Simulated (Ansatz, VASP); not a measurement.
## One calculation of GaAs, two programs

```
Ga As
1.0
     0.00000    2.87269    2.80087
     2.87269    0.00000    2.80087
     2.87269    2.87269    0.00000
Ga As
1 1
Cartesian
  0.0000 0.0000 0.0000
  4.3090 4.3090 4.2013
```

Change from the starting cell: strain +0.000 along x and y, -0.025 along z, atoms carried along.

Alike in both runs: task single point; functional PBE; k mesh 10 × 10 × 10; occupations gaussian, width 0.03 eV; no spin polarisation.

|  | VASP | Ansatz |
| --- | --- | --- |
| version | VASP 6.6.1 | Ansatz 0.2.0 |
| potentials or method | VASP PAW PBE potentials, release 64 (Ga_d, As), cutoff 500 eV | scalar-relativistic, plane waves, PAW |
| valence electrons in the cell | 18 | 28 |

```tsv
	VASP	Ansatz	Ansatz less VASP
gap on the k mesh at the Fermi level (eV)	0.25	0.25	-0.003
least direct gap on the mesh (eV)	0.25	0.25	-0.003
pressure (GPa)	1.8	1.6	-0.16
traceless stress, the component that is largest in VASP (GPa)	0.94	0.94	+0.003
```

The functional is the same, so the differences come from potentials, cutoffs and numerics. VASP's potentials hold 18 valence electrons a cell and Ansatz's 28, so a difference there can come from the potentials and not from the codes.
